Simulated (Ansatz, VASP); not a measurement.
## One calculation of NaF, two programs

The input INCAR:

```
SYSTEM = NaF
ALGO     = Normal         ! electronic algorithm
EDIFF    = 1E-6           ! SCF threshold, eV
ENCUT    = 520            ! plane-wave cutoff, eV
GGA      = PE             ! functional
ISIF     = 2              ! what is computed and relaxed
ISMEAR   = -1             ! smearing method
LASPH    = .TRUE.         ! aspherical terms in the spheres
LCHARG   = .TRUE.         ! write CHGCAR
LELF     = .TRUE.         ! ELF
LREAL    = .FALSE.        ! projectors in reciprocal space
LVHAR    = .TRUE.       
LWAVE    = .FALSE.        ! write WAVECAR
NBANDS   = 14             ! bands
NELM     = 60             ! most SCF steps
PREC     = Accurate       ! precision mode
SIGMA    = 0.02           ! smearing width, eV
```

KPOINTS

```
k-points
0
G
  10 10 10
  0 0 0
```

POSCAR

```
NaF
1.0
    0.0000000000      2.2971680842      2.2971680842
    2.4120264884      0.0000000000      2.2971680842
    2.4120264884      2.2971680842      0.0000000000
Na F
1 1
Direct
    0.0000000000      0.0000000000      0.0000000000
    0.5000000000      0.5000000000      0.5000000000
```

Input for Ansatz:

```yaml
crystal:
  lattice:
    - [0.0, 2.2971680842, 2.2971680842]
    - [2.4120264884, 0.0, 2.2971680842]
    - [2.4120264884, 2.2971680842, 0.0]
  atoms:
    - { symbol: Na, position: [0.0, 0.0, 0.0] }
    - { symbol: F, position: [0.5, 0.5, 0.5] }
kpoints:
  mp_grid: { grid: [10, 10, 10] }
  band_path:
    path:
      - [0.0, 0.0, 0.0]
      - [0.5, 0.0, 0.5]
      - [0.625, 0.25, 0.625]
      - [0.375, 0.375, 0.75]
      - [0.5, 0.5, 0.5]
      - [0.5, 0.25, 0.75]
    npoints: 1
hamiltonian:
  xc: pbe
scf:
  occupations: { method: fermi_dirac, width: 0.02 }
  n_extra_bands: 4
output:
  forces: true
  stress: true
  eigenvalues: true
```

Change from the starting cell: uniaxial_x strain +5.0%.

Alike in both runs: task single point; functional PBE; k mesh 10 × 10 × 10; occupations fermi-dirac, width 0.02 eV; no spin polarisation.

|  | VASP | Ansatz |
| --- | --- | --- |
| version | VASP 6.6.1 | Ansatz 0.2.0 |
| potentials or method | VASP PAW PBE potentials, release 64 (Na_pv, F) | plane waves, PAW |
| plane-wave cutoff (eV) | 520 | 420 |
| valence electrons in the cell | 14 | 16 |

```tsv
	VASP	Ansatz	Ansatz less VASP
gap on the k mesh at the Fermi level (eV)	6.17	6.19	+0.016
pressure (GPa)	1.1	1.2	+0.14
traceless stress, the component that is largest in VASP (GPa)	-2.36	-2.29	+0.071
```

The functional is the same, so the differences come from potentials, cutoffs and numerics. VASP's potentials hold 14 valence electrons a cell and Ansatz's 16, so a difference there can come from the potentials and not from the codes.
